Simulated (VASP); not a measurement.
# AlN (I4/mmm) in VASP: notebook

The runs below take AlN through single point, with PBE.

The COD entry that gives the cell may itself be a prediction, so a difference from it is no test against experiment.

All numbers are computed with VASP 6.6.1; they aren't measurements. Logs are shortened: lines on timing, memory, paths and dates and some standing lists are left out, and cuts for length are marked.

## Step 1: The cell of the first run

Symmetry: I4/mmm, No. 139, tetragonal system. The conventional cell has a = 2.940 Å, b = 2.940 Å, c = 3.534 Å, α = 90.00°, β = 90.00°, γ = 90.00°. Within 2.3 Å of Al (site symmetry 4/mmm) lie 6 N at 1.77 to 2.08 Å. Within 2.3 Å of N (site symmetry 4/mmm) lie 6 Al at 1.77 to 2.08 Å.

## Step 2: Single point, PBE

Contents of INCAR:

```
SYSTEM = AlN
PREC     = Accurate       ! precision mode
ENCUT    = 600            ! plane-wave cutoff, eV
EDIFF    = 1E-6           ! SCF threshold, eV
ISMEAR   = 0              ! smearing method
SIGMA    = 0.05           ! smearing width, eV
LREAL    = .FALSE.        ! projectors in reciprocal space
LASPH    = .TRUE.         ! aspherical terms in the spheres
NELM     = 120            ! most SCF steps
ALGO     = Normal         ! electronic algorithm
ISIF     = 2              ! what is computed and relaxed
LWAVE    = .FALSE.        ! write WAVECAR
LCHARG   = .FALSE.        ! write CHGCAR
GGA      = PE             ! functional
NBANDS   = 11             ! bands
GGA_COMPAT= .FALSE.
```

Contents of KPOINTS:

```
Automatic mesh
0
G
  8 8 8
  0 0 0
```

Contents of POSCAR:

```
AlN
1.0
    0.0000000000      2.0786087010      1.7668173959
    2.0786087010      0.0000000000      1.7668173959
    2.0786087010      2.0786087010      0.0000000000
Al N
1 1
Direct
    0.0000000000      0.0000000000      0.0000000000
    0.5000000000      0.5000000000      0.5000000000
```

Potentials or basis: VASP PAW PBE potentials, release 64 (Al, N).

Started as:

```
> cat potpaw_PBE.64/Al/POTCAR potpaw_PBE.64/N/POTCAR > POTCAR
> mpirun -np 1 vasp_std > vasp.out
```

OUTCAR:

```text
SYSTEM = AlN
   PREC = Accurate
   ENCUT = 600
   EDIFF = 1E-6
   ISMEAR = 0
   LREAL = .FALSE.
   LASPH = .TRUE.
   NELM = 120
   ISIF = 2
   GGA = PE

 ion  position               nearest neighbor table
   1  0.000  0.000  0.000-   2 1.77   2 1.77   2 2.08   2 2.08   2 2.08   2 2.08
   2  0.500  0.500  0.500-   1 1.77   1 1.77   1 2.08   1 2.08   1 2.08   1 2.08

  LATTYP: Found a body centered tetragonal cell.
 ALAT       =     2.9395966158
 C/A-ratio  =     1.2020815281

  Lattice vectors:

 A1 = (   0.0000000000,  -2.0786087010,  -1.7668173959)
 A2 = (   0.0000000000,   2.0786087010,  -1.7668173959)
 A3 = (   2.0786087010,   0.0000000000,   1.7668173959)

Analysis of symmetry for initial positions (statically):
=====================================================================
 Subroutine PRICEL returns:
 Original cell was already a primitive cell.

 Routine SETGRP: Setting up the symmetry group for a
 body centered tetragonal supercell.

 Subroutine GETGRP returns: Found 16 space group operations
 (whereof 16 operations were pure point group operations)
 out of a pool of 16 trial point group operations.

The static configuration has the point symmetry D_4h.

Analysis of symmetry for dynamics (positions and initial velocities):
=====================================================================
 Subroutine PRICEL returns:
 Original cell was already a primitive cell.

 Routine SETGRP: Setting up the symmetry group for a
 body centered tetragonal supercell.

 Subroutine GETGRP returns: Found 16 space group operations
 (whereof 16 operations were pure point group operations)
 out of a pool of 16 trial point group operations.

The dynamic configuration has the point symmetry D_4h.

 Subroutine INISYM returns: Found 16 space group operations
 (whereof 16 operations are pure point group operations),
 and found     1 'primitive' translations

----------------------------------------------------------------------------------------

                                     Primitive cell

  volume of cell :      15.2675

  direct lattice vectors                    reciprocal lattice vectors
     0.000000000  2.078608701  1.766817396    -0.240545515  0.240545515  0.282994723
     2.078608701  0.000000000  1.766817396     0.240545515 -0.240545515  0.282994723
     2.078608701  2.078608701  0.000000000     0.240545515  0.240545515 -0.282994723

  length of vectors
     2.728050191  2.728050191  2.939596616     0.442504579  0.442504579  0.442504579

  position of ions in fractional coordinates (direct lattice)
     0.000000000  0.000000000  0.000000000
     0.500000000  0.500000000  0.500000000

  ion indices of the primitive-cell ions
   primitive index   ion index
                 1           1
                 2           2

----------------------------------------------------------------------------------------

 KPOINTS: Automatic mesh

Automatic generation of k-mesh.
 Grid dimensions read from file:
 generate k-points for:    8    8    8

 Generating k-lattice:

  Cartesian coordinates                     Fractional coordinates (reciprocal lattice)
    -0.030068189  0.030068189  0.035374340     0.125000000 -0.000000000  0.000000000
     0.030068189 -0.030068189  0.035374340    -0.000000000  0.125000000  0.000000000
     0.030068189  0.030068189 -0.035374340     0.000000000  0.000000000  0.125000000

  Length of vectors
     0.055313072  0.055313072  0.055313072

  Shift w.r.t. Gamma in fractional coordinates (k-lattice)
     0.000000000  0.000000000  0.000000000

 Subroutine IBZKPT returns following result:
 ===========================================

 Found     59 irreducible k-points:

 Following reciprocal coordinates:
            Coordinates               Weight
  0.000000  0.000000  0.000000      1.000000
  0.125000  0.000000  0.000000      8.000000
  0.250000  0.000000  0.000000      8.000000
  0.375000  0.000000  0.000000      8.000000
  0.500000  0.000000  0.000000      4.000000
  0.125000  0.125000  0.000000      2.000000
[... 16 lines left out ...]
  0.250000  0.000000  0.125000     16.000000
  0.375000  0.000000  0.125000     16.000000
 [... further k-points ...]
   k-points           NKPTS =     59   k-points in BZ     NKDIM =     59   number of bands    NBANDS=     11
   number of dos      NEDOS =    301   number of ions     NIONS =      2
   total plane-waves  NPLWV =  13824
   dimension x,y,z NGX =    24 NGY =   24 NGZ =   24
   dimension x,y,z NGXF=    48 NGYF=   48 NGZF=   48
   ions per type =               1   1
   NGX,Y,Z   is equivalent  to a cutoff of  14.63, 14.63, 13.57 a.u.
   NGXF,Y,Z  is equivalent  to a cutoff of  29.25, 29.25, 27.15 a.u.
 SYSTEM =  AlN
   PREC   = accura    normal or accurate (medium, high low for compatibility)
   ISTART =      0    job   : 0-new  1-cont  2-samecut
   ICHARG =      2    charge: 1-file 2-atom 10-const
   ISPIN  =      1    spin polarized calculation?
   LNONCOLLINEAR =      F non collinear calculations
   LSORBIT =      F    spin-orbit coupling
   LASPH  =      T    aspherical Exc in radial PAW
   ENCUT  =  600.0 eV  44.10 Ry    6.64 a.u.   5.45  5.45  5.87*2*pi/ulx,y,z
   NELM   =    120;   NELMIN=  2; NELMDL= -5     # of ELM steps
   EDIFF  = 0.1E-05   stopping-criterion for ELM
   LREAL  =      F    real-space projection
   EDIFFG = 0.1E-04   stopping-criterion for IOM
   NSW    =      0    number of steps for IOM
   IBRION =     -1    ionic relax: 0-MD 1-quasi-New 2-CG
   NFREE  =      0    steps in history (QN), initial steepest desc. (CG)
   ISIF   =      2    stress and relaxation
   ISYM   =      2    0-nonsym 1-usesym 2-fastsym
   POTIM  = 0.5000    time-step for ionic-motion
   TEBEG  =    0.0;   TEEND  =   0.0 temperature during run
   PSTRESS=    0.0 pullay stress
   NELECT =       8.0000    total number of electrons
   NUPDOWN=      -1.0000    fix difference up-down
   EMIN   =  10.00;   EMAX   =-10.00  energy-range for DOS
   EFERMI =   0.00;   METHOD = LEGACY
   ISMEAR =     0;   SIGMA  =   0.05  broadening in eV -4-tet -1-fermi 0-gaus
   EFERMI_NEDOS =   21; number of points for ismear=-14 and -15
   IALGO  =     38    algorithm
   IMIX   =      4    mixing-type and parameters
     AMIX     =   0.40;   BMIX     =  1.00
     AMIX_MAG =   1.60;   BMIX_MAG =  1.00
  volume/ion in A,a.u.               =       7.63        51.51
  Fermi-wavevector in a.u.,A,eV,Ry     =   1.319823  2.494104 23.700443  1.741933
  Thomas-Fermi vector in A             =   2.449694
   LORBIT       =      0    0 simple, 1 ext, 2 COOP (PROOUT), +10 PAW based schemes
   GGA     = PE    functional components
   LHFCALC =     F    Hartree Fock is set to
   AEXX    =    0.0000 exact exchange contribution
   IVDW    =     0    specifies the selected vdW correction
   LEPSILON=     F    determine dielectric tensor
   LRPA    =     F    only Hartree local field effects (RPA)
 non-spin polarized calculation
 Gauss-broadening in eV      SIGMA  =   0.05
  energy-cutoff  :      600.00
  volume of cell :       15.27
 maximum number of plane-waves:       523
 NGX is ok and might be reduce to    24

 number of electron       8.0000001 magnetization

 Free energy of the ion-electron system (eV)
  ---------------------------------------------------
  ext. energy  EPLUGINS =         0.00000000
  ---------------------------------------------------
  free energy    TOTEN  =       -13.95533070 eV

  energy without entropy =      -13.95533070  energy(sigma->0) =      -13.95533070

 E-fermi :  11.5414     XC(G=0): -12.6178

 val. band max:       11.3365731733   @ k =   0.0000   0.0000   0.0000
 cond. band min:      15.1047027647   @ k =   0.5000   0.5000   0.0000
 fundamental gap:      3.7681295914
 Fermi energy:        11.5413879209

 k-point     1 :       0.0000    0.0000    0.0000
  band No.  band energies     occupation
      1      -7.3374      2.00000
      2      10.0947      2.00000
      3      11.3366      2.00000
      4      11.3366      2.00000
      5      17.2936      0.00000
      6      23.0306      0.00000
      7      23.0306      0.00000
      8      25.2376      0.00000
      9      26.6390      0.00000
     10      29.0440      0.00000
     11      29.0767      0.00000

 k-point     2 :       0.1250    0.0000    0.0000
  band No.  band energies     occupation
      1      -6.9915      2.00000
      2       9.1518      2.00000
      3      10.6558      2.00000
      4      10.9646      2.00000
      5      18.0945      0.00000
      6      22.3569      0.00000
      7      23.1995      0.00000
      8      24.9356      0.00000
      9      25.9155      0.00000
     10      28.3054      0.00000
     11      31.3524      0.00000

 k-point     3 :       0.2500    0.0000    0.0000
  band No.  band energies     occupation
      1      -6.0044      2.00000
      2       6.3841      2.00000
      3      10.1998      2.00000
      4      10.2244      2.00000
      5      18.1333      0.00000
      6      22.2209      0.00000
      7      22.5922      0.00000
      8      25.9643      0.00000
      9      27.7156      0.00000
     10      27.8066      0.00000
     11      31.6811      0.00000

 k-point     4 :       0.3750    0.0000    0.0000
  band No.  band energies     occupation
      1      -4.6155      2.00000
      2       3.5707      2.00000
      3       9.5619      2.00000
      4       9.9516      2.00000
      5      17.3351      0.00000
      6      21.2528      0.00000
      7      24.1656      0.00000
      8      26.1664      0.00000
      9      28.3464      0.00000
     10      31.1073      0.00000
     11      31.6783      0.00000

 k-point     5 :       0.5000    0.0000    0.0000
  band No.  band energies     occupation
      1      -3.7526      2.00000
      2       2.1922      2.00000
      3       9.3242      2.00000
      4       9.8488      2.00000
      5      17.0112      0.00000
      6      20.9095      0.00000
      7      24.9610      0.00000
      8      26.1756      0.00000
      9      28.1809      0.00000
     10      33.1644      0.00000
     11      33.1781      0.00000
[... 211 lines left out ...]
 k-point    21 :       0.5000    0.5000    0.0000
  band No.  band energies     occupation
      1      -1.9601      2.00000
      2       3.7781      2.00000
      3       7.0829      2.00000
      4       7.0829      2.00000
      5      15.1047      0.00000
      6      15.9657      0.00000
      7      27.2487      0.00000
      8      28.5827      0.00000
      9      28.5827      0.00000
     10      35.3086      0.00000
     11      37.5828      0.00000

 k-point    22 :       0.1250    0.0000    0.1250
  band No.  band energies     occupation
      1      -6.9327      2.00000
      2       9.5885      2.00000
      3       9.7738      2.00000
      4      11.0112      2.00000
      5      18.6179      0.00000
      6      21.3212      0.00000
      7      23.9958      0.00000
      8      24.3256      0.00000
      9      25.3917      0.00000
     10      30.3556      0.00000
     11      30.3874      0.00000

 k-point    23 :       0.2500    0.0000    0.1250
  band No.  band energies     occupation
      1      -6.2115      2.00000
      2       7.4386      2.00000
      3       9.4553      2.00000
      4      10.3247      2.00000
      5      19.3097      0.00000
      6      21.0442      0.00000
      7      22.2022      0.00000
      8      25.4985      0.00000
      9      26.3900      0.00000
     10      29.8628      0.00000
     11      32.8126      0.00000

 k-point    24 :       0.3750    0.0000    0.1250
  band No.  band energies     occupation
      1      -4.9682      2.00000
      2       4.7545      2.00000
      3       8.8758      2.00000
      4       9.6380      2.00000
      5      18.6513      0.00000
      6      21.0476      0.00000
      7      23.0902      0.00000
      8      25.4941      0.00000
      9      28.8535      0.00000
     10      30.7555      0.00000
     11      33.1661      0.00000

 [... further k-points ...]
[... 5 lines left out ...]
  --------------------------------------------------------------------------------------
  -------------------------------------------------------------------------------------
  Total        1.4470983      1.4470983     10.7852742      0.0000000      0.0000000      0.0000000
  in kB      151.8593280    151.8593280   1131.8128721      0.0000000      0.0000000      0.0000000
  external PRESSURE =     478.5105094 kB  Pullay stress =       0.0000000 kB

 VOLUME and BASIS-vectors are now :
 -----------------------------------------------------------------------------
  energy-cutoff  :      600.00
  volume of cell :       15.27
      direct lattice vectors                 reciprocal lattice vectors
     0.000000000  2.078608701  1.766817396    -0.240545515  0.240545515  0.282994723
     2.078608701  0.000000000  1.766817396     0.240545515 -0.240545515  0.282994723
     2.078608701  2.078608701  0.000000000     0.240545515  0.240545515 -0.282994723

 POSITION                                       TOTAL-FORCE (eV/Angst)
 -----------------------------------------------------------------------------------
      0.00000      0.00000      0.00000        -0.000000     -0.000000      0.000000
      2.07861      2.07861      1.76682         0.000000      0.000000     -0.000000
 -----------------------------------------------------------------------------------
    total drift:                               -0.000000     -0.000000      0.000000

  FREE ENERGIE OF THE ION-ELECTRON SYSTEM (eV)
  ---------------------------------------------------
  free  energy   TOTEN  =       -13.9553307037 eV

  energy  without entropy=      -13.9553307037  energy(sigma->0) =      -13.95533070
```

It took 7.9 s on 1 thread of AMD EPYC 9R45 (Zen 5), shared host; peak memory 0.11 GiB.

Results:

| Item | Value |
| --- | --- |
| Free energy | -13.9553 eV |
| Pressure | 47.9 GPa |
| Band gap on the k mesh | 3.77 eV, indirect (least direct gap 5.96 eV) |

Levels at points of the mesh, in eV from the valence-band top:
```
           k point  band 2  band 3  band 4  band 5  band 6  band 7
(0.00, 0.00, 0.00)   -1.24    0.00    0.00    5.96   11.69   11.69
(0.50, 0.00, 0.00)   -9.14   -2.01   -1.49    5.67    9.57   13.62
(0.50, 0.50, 0.00)   -7.56   -4.25   -4.25    3.77    4.63   15.91
(0.50, 0.00, 0.50)   -8.57   -3.83   -1.85    5.70    5.83   13.87
```

A k mesh can miss the band edges. Expect the measured gap to be larger: semilocal functionals such as PBE lack the derivative discontinuity.

## Step 3: Single point, PBE

Contents of INCAR:

```
SYSTEM = AlN
  PREC = Accurate
  ENCUT = 600
  EDIFF = 1E-6
  ISMEAR = 0
  SIGMA = 0.05
  LREAL = .False.
  LASPH = .True.
  NELM = 120
  ALGO = Normal
  ISIF = 2
  LWAVE = .False.
  LCHARG = .False.
  GGA = PE
  NBANDS = 11
  GGA_COMPAT = .False.
```

Contents of KPOINTS:

```
regular mesh
0
Gamma
  8 8 8
  0 0 0
```

Contents of POSCAR:

```
AlN
1.0
    0.0000000000      2.0489102208      1.8184078210
    2.0489102208      0.0000000000      1.8184078210
    2.0489102208      2.0489102208      0.0000000000
Al N
1 1
Direct
    0.0000000000      0.0000000000      0.0000000000
    0.5000000000      0.5000000000      0.5000000000
```

Potentials or basis: VASP PAW PBE potentials, release 64 (Al, N).

Started as:

```
> cat potpaw_PBE.64/Al/POTCAR potpaw_PBE.64/N/POTCAR > POTCAR
> mpirun -np 1 vasp_std > vasp.out
```

Wall time 8 s (1 thread of AMD EPYC 9R45 (Zen 5), shared host); peak memory 0.11 GiB.

The run converged. Its results:

```yaml
Free_energy: -14.1784 eV
Pressure: 39.3 GPa
Band_gap_on_the_k_mesh: 4.11 eV, indirect (least direct gap 6.28 eV)
```

Stress tensor (GPa, compression positive):
```
17.47  0.00  0.00
 0.00 17.47  0.00
 0.00  0.00 83.08
```

Levels at points of the mesh, in eV from the valence-band top:
| k point | band 1 | band 2 | band 3 | band 4 | band 5 | band 6 | band 7 | band 8 | band 9 |
| --- | --- | --- | --- | --- | --- | --- | --- | --- | --- |
| (0.00, 0.00, 0.00) | -18.58 | -0.92 | 0.00 | 0.00 | 6.28 | 11.80 | 11.80 | 13.43 | 16.08 |
| (0.50, 0.00, 0.00) | -15.00 | -9.08 | -1.81 | -1.38 | 5.99 | 10.06 | 13.72 | 13.93 | 16.88 |
| (0.50, 0.50, 0.00) | -13.33 | -7.70 | -3.93 | -3.93 | 4.11 | 4.67 | 15.70 | 17.53 | 17.53 |
| (0.50, 0.00, 0.50) | -14.29 | -8.41 | -3.66 | -2.16 | 5.48 | 5.67 | 14.19 | 16.69 | 20.79 |

## Step 4: Single point, PBE

This run uses another cell than the first one, of the same volume but with other edges.

Contents of INCAR:

```
  ALGO = Normal
  EDIFF = 1E-6
  ENCUT = 600
  GGA = PE
  GGA_COMPAT = False
  ISIF = 2
  ISMEAR = 0
  LASPH = True
  LCHARG = False
  LREAL = False
  LWAVE = False
  NBANDS = 11
  NELM = 120
  PREC = Accurate
  SIGMA = 0.05
```

Contents of KPOINTS:

```
k-points
0
Gamma
  8 8 8
```

Contents of POSCAR:

```
AlN
1.0
    0.0000000000      2.0208394212      1.8692764646
    2.0208394212      0.0000000000      1.8692764646
    2.0208394212      2.0208394212      0.0000000000
Al N
1 1
Direct
    0.0000000000      0.0000000000      0.0000000000
    0.5000000000      0.5000000000      0.5000000000
```

Started as:

```
> cat potpaw_PBE.64/Al/POTCAR potpaw_PBE.64/N/POTCAR > POTCAR
> mpirun -np 1 vasp_std > vasp.out
```

Run time: 7.9 s. Hardware: 1 thread of AMD EPYC 9R45 (Zen 5), shared host; peak memory 0.11 GiB.

Results (log left out):

```yaml
Free_energy: -14.3156 eV
Pressure: 33.9 GPa
Band_gap_on_the_k_mesh: 4.46 eV, indirect (least direct gap 6.54 eV)
```

Stress tensor (GPa, compression positive):
```
20.68  0.00  0.00
 0.00 20.68  0.00
 0.00  0.00 60.23
```

Levels at points of the mesh, in eV from the valence-band top:
```
           k point  band 1  band 2  band 3  band 4  band 5  band 6  band 7  band 8
(0.00, 0.00, 0.00)  -18.48   -0.59    0.00    0.00    6.54   11.96   11.96   13.04
(0.50, 0.00, 0.00)  -14.90   -9.00   -1.60   -1.30    6.28   10.58   12.82   14.18
(0.50, 0.50, 0.00)  -13.39   -7.80   -3.62   -3.62    4.46    4.83   15.49   17.85
(0.50, 0.00, 0.50)  -14.05   -8.25   -3.46   -2.46    5.32    5.54   14.50   17.30
```

A k mesh can miss the band edges. A hybrid or GW would open this gap; PBE tends to underestimate it.

(Continued in part 2 of 2.)
